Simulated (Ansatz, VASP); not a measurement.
Two plane-wave programs on CuO

```xyz
4
Lattice="1.9910 -2.1536 0.0000 1.9910 2.1536 0.0000 0.0000 0.0000 5.1559" Properties=species:S:1:pos:R:3 pbc="T T T"
Cu    0.9955   -1.0768    0.0000
Cu    0.9955    1.0768    2.5780
O     1.9910    0.0000    1.2890
O     1.9910    0.0000    3.8669
```

Alike in both runs: functional PBE; k mesh 8 × 8 × 5; occupations fermi-dirac, width 0.05 eV; no spin polarisation.

|  | VASP | Ansatz |
| --- | --- | --- |
| version | VASP 6.6.1 | Ansatz 0.2.0 |
| potentials or method | VASP PAW PBE potentials, release 64 (Cu, O) | Ansatz PAW |
| plane-wave cutoff (eV) | 520 | 420 |
| valence electrons in the cell | 34 | 50 |
| task | single point | band structure |

Ansatz gave:

```
gap on the k mesh at the Fermi level (eV)                     : none
pressure (GPa)                                                : 1.4
traceless stress, the component that is largest in VASP (GPa) : -0.44
```

Question: Which values does VASP return?

Answer: gap on the k mesh at the Fermi level (eV): none; pressure (GPa): 2.1; traceless stress, the component that is largest in VASP (GPa): -0.49.

A gap of «none» marks a metal or a gap that the smearing closes. VASP's potentials hold 34 valence electrons a cell and Ansatz's 50, so a difference there can come from the potentials and not from the codes.
